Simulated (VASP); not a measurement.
# La (C2/c) in VASP: further runs

The runs below take La through single point, with RPBE.

Program: VASP 6.6.1. These are calculated values, not measurements. Logs are shortened: lines on timing, memory, paths and dates and some standing lists are left out, and cuts for length are marked.

## 1. The cell of the first run

The structure is monoclinic, space group C2/c (No. 15). Conventional cell: a = 3.802 Å, b = 6.587 Å, c = 6.095 Å, α = 90.00°, β = 90.09°, γ = 90.00°. La (site symmetry 2) has 12 La at 3.75 to 3.80 Å within 4.9 Å.

## 2. Single point, RPBE (38.16 Å³/atom)

INCAR

```
SYSTEM = La
PREC     = Accurate       ! precision mode
ENCUT    = 520            ! plane-wave cutoff, eV
EDIFF    = 1E-6           ! SCF threshold, eV
ISMEAR   = -1             ! smearing method
SIGMA    = 0.1            ! smearing width, eV
LREAL    = .FALSE.        ! projectors in reciprocal space
LASPH    = .TRUE.         ! aspherical terms in the spheres
NELM     = 100            ! most SCF steps
ALGO     = Normal         ! electronic algorithm
ISIF     = 2              ! what is computed and relaxed
LWAVE    = .FALSE.        ! write WAVECAR
LCHARG   = .FALSE.        ! write CHGCAR
GGA      = RP             ! functional
NBANDS   = 18             ! bands
```

KPOINTS

```
Automatic mesh
0
G
  11 11 6
  0 0 0
```

POSCAR

```
La
1.0
   -2.1014886232      2.5561520127      1.8735024950
    2.5561520127     -2.1014886232      1.8735024950
    4.2464981132      4.2464981132     -1.0407856646
La
2
Direct
    0.0415150446      0.9584849554      0.0000000000
    0.7084849554      0.2915150446      0.5000000000
```

Potentials or basis: VASP PAW PBE potentials, release 64 (La).

Started as:

```console
$ cat potpaw_PBE.64/La/POTCAR > POTCAR
$ mpirun -np 1 vasp_std > vasp.out
```

OUTCAR:

```text
SYSTEM = La
   PREC = Accurate
   ENCUT = 520
   EDIFF = 1E-6
   ISMEAR = -1
   LREAL = .FALSE.
   LASPH = .TRUE.
   NELM = 100
   ISIF = 2
   GGA = RP

 ion  position               nearest neighbor table
   1  0.042  0.958  0.000-
   2  0.708  0.292  0.500-

  LATTYP: Found a base centered monoclinic cell.
 ALAT       =     3.8017737953
 B/A-ratio  =     1.7325856063
 C/A-ratio  =     1.6031925891
 COS(beta)  =    -0.0016560976

  Lattice vectors:

 A1 = (  -2.1014886232,   2.5561520127,   1.8735024950)
 A2 = (   2.5561520127,  -2.1014886232,   1.8735024950)
 A3 = (   4.2464981132,   4.2464981132,  -1.0407856646)

Analysis of symmetry for initial positions (statically):
=====================================================================
 Subroutine PRICEL returns:
 Original cell was already a primitive cell.

 Routine SETGRP: Setting up the symmetry group for a
 base centered monoclinic supercell.

 Subroutine GETGRP returns: Found  4 space group operations
 (whereof  2 operations were pure point group operations)
 out of a pool of  4 trial point group operations.

The static configuration has the point symmetry C_2 .
 The point group associated with its full space group is C_2h.

Analysis of symmetry for dynamics (positions and initial velocities):
=====================================================================
 Subroutine PRICEL returns:
 Original cell was already a primitive cell.

 Routine SETGRP: Setting up the symmetry group for a
 base centered monoclinic supercell.

 Subroutine GETGRP returns: Found  4 space group operations
 (whereof  2 operations were pure point group operations)
 out of a pool of  4 trial point group operations.

The dynamic configuration has the point symmetry C_2 .
 The point group associated with its full space group is C_2h.

 Subroutine INISYM returns: Found  4 space group operations
 (whereof  2 operations are pure point group operations),
 and found     1 'primitive' translations

----------------------------------------------------------------------------------------

                                     Primitive cell

  volume of cell :      76.3148

  direct lattice vectors                    reciprocal lattice vectors
    -2.101488623  2.556152013  1.873502495    -0.075589892  0.139111086  0.259172123
     2.556152013 -2.101488623  1.873502495     0.139111086 -0.075589892  0.259172123
     4.246498113  4.246498113 -1.040785665     0.114343538  0.114343538 -0.027749000

  length of vectors
     3.802654224  3.802654224  6.094975574     0.303703664  0.303703664  0.164069791

  position of ions in fractional coordinates (direct lattice)
     0.041515045  0.958484955  0.000000000
     0.708484955  0.291515045  0.500000000

  ion indices of the primitive-cell ions
   primitive index   ion index
                 1           1
                 2           2

----------------------------------------------------------------------------------------

 KPOINTS: Automatic mesh

Automatic generation of k-mesh.
 Grid dimensions read from file:
 generate k-points for:   11   11    6

 Generating k-lattice:

  Cartesian coordinates                     Fractional coordinates (reciprocal lattice)
    -0.006871808  0.012646462  0.023561102     0.090909091 -0.000000000 -0.000000000
     0.012646462 -0.006871808  0.023561102    -0.000000000  0.090909091 -0.000000000
     0.019057256  0.019057256 -0.004624833     0.000000000  0.000000000  0.166666667

  Length of vectors
     0.027609424  0.027609424  0.027344965

  Shift w.r.t. Gamma in fractional coordinates (k-lattice)
     0.000000000  0.000000000  0.000000000

 Subroutine IBZKPT returns following result:
 ===========================================

 Found    204 irreducible k-points:

 Following reciprocal coordinates:
            Coordinates               Weight
  0.000000  0.000000  0.000000      1.000000
  0.090909  0.000000  0.000000      4.000000
  0.181818 -0.000000  0.000000      4.000000
  0.272727  0.000000  0.000000      4.000000
  0.363636 -0.000000 -0.000000      4.000000
  0.454545 -0.000000  0.000000      4.000000
[... 16 lines left out ...]
 -0.272727  0.181818 -0.000000      4.000000
 -0.181818  0.181818  0.000000      2.000000
 [... further k-points ...]
   k-points           NKPTS =    204   k-points in BZ     NKDIM =    204   number of bands    NBANDS=     18
   number of dos      NEDOS =    301   number of ions     NIONS =      2
   total plane-waves  NPLWV =  37632
   dimension x,y,z NGX =    28 NGY =   28 NGZ =   48
   dimension x,y,z NGXF=    56 NGYF=   56 NGZF=   96
   ions per type =               2
   NGX,Y,Z   is equivalent  to a cutoff of  12.24, 12.24, 13.09 a.u.
   NGXF,Y,Z  is equivalent  to a cutoff of  24.48, 24.48, 26.18 a.u.
 SYSTEM =  La
   PREC   = accura    normal or accurate (medium, high low for compatibility)
   ISTART =      0    job   : 0-new  1-cont  2-samecut
   ICHARG =      2    charge: 1-file 2-atom 10-const
   ISPIN  =      1    spin polarized calculation?
   LNONCOLLINEAR =      F non collinear calculations
   LSORBIT =      F    spin-orbit coupling
   LASPH  =      T    aspherical Exc in radial PAW
   ENCUT  =  520.0 eV  38.22 Ry    6.18 a.u.   7.07  7.07 11.33*2*pi/ulx,y,z
   NELM   =    100;   NELMIN=  2; NELMDL= -5     # of ELM steps
   EDIFF  = 0.1E-05   stopping-criterion for ELM
   LREAL  =      F    real-space projection
   EDIFFG = 0.1E-04   stopping-criterion for IOM
   NSW    =      0    number of steps for IOM
   IBRION =     -1    ionic relax: 0-MD 1-quasi-New 2-CG
   NFREE  =      0    steps in history (QN), initial steepest desc. (CG)
   ISIF   =      2    stress and relaxation
   ISYM   =      2    0-nonsym 1-usesym 2-fastsym
   POTIM  = 0.5000    time-step for ionic-motion
   TEBEG  =    0.0;   TEEND  =   0.0 temperature during run
   PSTRESS=    0.0 pullay stress
   NELECT =      22.0000    total number of electrons
   NUPDOWN=      -1.0000    fix difference up-down
   EMIN   =  10.00;   EMAX   =-10.00  energy-range for DOS
   EFERMI =   0.00;   METHOD = LEGACY
   ISMEAR =    -1;   SIGMA  =   0.10  broadening in eV -4-tet -1-fermi 0-gaus
   EFERMI_NEDOS =   21; number of points for ismear=-14 and -15
   IALGO  =     38    algorithm
   IMIX   =      4    mixing-type and parameters
     AMIX     =   0.40;   BMIX     =  1.00
     AMIX_MAG =   1.60;   BMIX_MAG =  1.00
  volume/ion in A,a.u.               =      38.16       257.50
  Fermi-wavevector in a.u.,A,eV,Ry     =   1.081466  2.043674 15.912947  1.169569
  Thomas-Fermi vector in A             =   2.217483
   LORBIT       =      0    0 simple, 1 ext, 2 COOP (PROOUT), +10 PAW based schemes
   GGA     = RP    functional components
   LHFCALC =     F    Hartree Fock is set to
   AEXX    =    0.0000 exact exchange contribution
   IVDW    =     0    specifies the selected vdW correction
   LEPSILON=     F    determine dielectric tensor
   LRPA    =     F    only Hartree local field effects (RPA)
 non-spin polarized calculation
  energy-cutoff  :      520.00
  volume of cell :       76.31
 maximum number of plane-waves:      2068
   NGX = 15   NGY = 15   NGZ = 23

 number of electron      21.9999998 magnetization

 Free energy of the ion-electron system (eV)
  ---------------------------------------------------
  ext. energy  EPLUGINS =         0.00000000
  ---------------------------------------------------
  free energy    TOTEN  =        -9.10144464 eV

  energy without entropy =       -8.97193149  energy(sigma->0) =       -9.03668806

 E-fermi :   7.6884     XC(G=0):  -9.3664

 val. band max:        7.6787363876   @ k =   0.1818  -0.0000   0.5000
 cond. band min:       7.6945555468   @ k =  -0.2727   0.1818  -0.0000
 fundamental gap:      0.0158191592
 Fermi energy:         7.6883637290

 k-point     1 :       0.0000    0.0000    0.0000
  band No.  band energies     occupation
      1     -25.2202      2.00000
      2     -25.0328      2.00000
      3      -9.5682      2.00000
      4      -8.4785      2.00000
      5      -8.4774      2.00000
      6      -8.3000      2.00000
[... 10 lines left out ...]
     17       9.3301      0.00000
     18       9.3912      0.00000

 k-point     2 :       0.0909    0.0000    0.0000
  band No.  band energies     occupation
      1     -25.2086      2.00000
      2     -25.0276      2.00000
      3      -9.5363      2.00000
      4      -8.5568      2.00000
      5      -8.5034      2.00000
      6      -8.3816      2.00000
[... 10 lines left out ...]
     17       9.3378      0.00000
     18       9.3579      0.00000

 k-point     3 :       0.1818   -0.0000    0.0000
  band No.  band energies     occupation
      1     -25.1764      2.00000
      2     -25.0144      2.00000
      3      -9.4453      2.00000
      4      -8.7659      2.00000
      5      -8.5899      2.00000
      6      -8.5676      2.00000
[... 10 lines left out ...]
     17       9.4130      0.00000
     18       9.4197      0.00000

 k-point     4 :       0.2727    0.0000    0.0000
  band No.  band energies     occupation
      1     -25.1316      2.00000
      2     -24.9991      2.00000
      3      -9.3094      2.00000
      4      -9.0323      2.00000
      5      -8.8432      2.00000
      6      -8.6463      2.00000
[... 10 lines left out ...]
     17       9.4690      0.00000
     18       9.5012      0.00000

 k-point     5 :       0.3636   -0.0000   -0.0000
  band No.  band energies     occupation
      1     -25.0860      2.00000
      2     -24.9890      2.00000
      3      -9.2690      2.00000
      4      -9.1540      2.00000
      5      -9.0608      2.00000
      6      -8.7148      2.00000
[... 10 lines left out ...]
     17       9.4451      0.00000
     18       9.5085      0.00000

 k-point     6 :       0.4545   -0.0000    0.0000
  band No.  band energies     occupation
      1     -25.0542      2.00000
      2     -24.9874      2.00000
      3      -9.4058      2.00000
      4      -9.1847      2.00000
      5      -9.0291      2.00000
      6      -8.7542      2.00000
[... 10 lines left out ...]
     17       9.4806      0.00000
     18       9.5332      0.00000

 k-point     7 :       0.0909    0.0909    0.0000
  band No.  band energies     occupation
      1     -25.1866      2.00000
      2     -25.0184      2.00000
      3      -9.4749      2.00000
      4      -8.6823      2.00000
      5      -8.6020      2.00000
      6      -8.4785      2.00000
[... 10 lines left out ...]
     17       9.4065      0.00000
     18       9.4390      0.00000

 k-point     8 :       0.1818    0.0909    0.0000
  band No.  band energies     occupation
      1     -25.1481      2.00000
      2     -25.0042      2.00000
      3      -9.3610      2.00000
      4      -8.9014      2.00000
      5      -8.7954      2.00000
      6      -8.5891      2.00000
[... 10 lines left out ...]
     17       9.3985      0.00000
     18       9.5044      0.00000
[... 229 lines left out ...]
     17       9.4438      0.00000
     18       9.5538      0.00000

 k-point    20 :       0.4545    0.1818   -0.0000
  band No.  band energies     occupation
      1     -25.0374      2.00000
      2     -24.9890      2.00000
      3      -9.3282      2.00000
      4      -9.1256      2.00000
      5      -8.9576      2.00000
      6      -8.8993      2.00000
[... 10 lines left out ...]
     17       9.4429      0.00000
     18       9.5454      0.00000

 k-point    21 :      -0.4545    0.1818   -0.0000
  band No.  band energies     occupation
      1     -25.0675      2.00000
      2     -24.9872      2.00000
      3      -9.2194      2.00000
      4      -9.1012      2.00000
      5      -9.0854      2.00000
      6      -8.7971      2.00000
[... 10 lines left out ...]
     17       9.5373      0.00000
     18       9.5854      0.00000

 k-point    22 :      -0.3636    0.1818    0.0000
  band No.  band energies     occupation
      1     -25.1085      2.00000
      2     -24.9931      2.00000
      3      -9.2338      2.00000
      4      -9.0277      2.00000
      5      -9.0228      2.00000
      6      -8.6710      2.00000
[... 10 lines left out ...]
     17       9.5065      0.00000
     18       9.5555      0.00000

 k-point    23 :      -0.2727    0.1818   -0.0000
  band No.  band energies     occupation
      1     -25.1481      2.00000
      2     -25.0043      2.00000
      3      -9.3608      2.00000
      4      -8.9014      2.00000
      5      -8.7949      2.00000
      6      -8.5886      2.00000
[... 10 lines left out ...]
     17       9.4015      0.00000
     18       9.5075      0.00000

 k-point    24 :      -0.1818    0.1818    0.0000
  band No.  band energies     occupation
      1     -25.1764      2.00000
      2     -25.0145      2.00000
      3      -9.4452      2.00000
      4      -8.7663      2.00000
      5      -8.5898      2.00000
      6      -8.5667      2.00000
[... 10 lines left out ...]
     17       9.4136      0.00000
     18       9.4192      0.00000

 [... further k-points ...]
[... 5 lines left out ...]
  --------------------------------------------------------------------------------------
  -------------------------------------------------------------------------------------
  Total        0.5244395      0.5244395      0.5155176      0.0089788      0.0040565      0.0040565
  in kB       11.0102537     11.0102537     10.8229461      0.1885029      0.0851633      0.0851628
  external PRESSURE =      10.9478178 kB  Pullay stress =       0.0000000 kB

 VOLUME and BASIS-vectors are now :
 -----------------------------------------------------------------------------
  energy-cutoff  :      520.00
  volume of cell :       76.31
      direct lattice vectors                 reciprocal lattice vectors
    -2.101488623  2.556152013  1.873502495    -0.075589892  0.139111086  0.259172123
     2.556152013 -2.101488623  1.873502495     0.139111086 -0.075589892  0.259172123
     4.246498113  4.246498113 -1.040785665     0.114343538  0.114343538 -0.027749000

 POSITION                                       TOTAL-FORCE (eV/Angst)
 -----------------------------------------------------------------------------------
      2.36279     -1.90813      1.87350        -0.000411      0.000411     -0.000000
      1.37953      3.32163      1.35311         0.000411     -0.000411      0.000000
 -----------------------------------------------------------------------------------
    total drift:                               -0.000000      0.000000      0.000000

  FREE ENERGIE OF THE ION-ELECTRON SYSTEM (eV)
  ---------------------------------------------------
  free  energy   TOTEN  =        -9.1014446420 eV

  energy  without entropy=       -8.9719314867  energy(sigma->0) =       -9.03668806
```

It took 2.9 min on 1 thread of Intel Xeon 6975P-C (Granite Rapids), shared host; peak memory 0.4 GiB.

What came out:

- Free energy: -9.1014 eV
- Pressure: 1.1 GPa
- Band gap on the k mesh: zero (bands 11 and 12 overlap by 1.44 eV)

Levels at points of the mesh, in eV from the Fermi level:
```tsv
k point	band 9	band 10	band 11	band 12	band 13	band 14
(0.00, 0.00, 0.00)	-3.17	-1.71	1.12	1.30	1.31	1.51
(0.00, 0.00, 0.50)	-1.86	-1.86	0.59	0.59	1.35	1.35
```

Caveat: the PAW data sets were made with another functional, which shifts forces and pressure a little; spin-orbit coupling is left out, which moves the levels of the heavy elements.

[end of part 1 of 2]
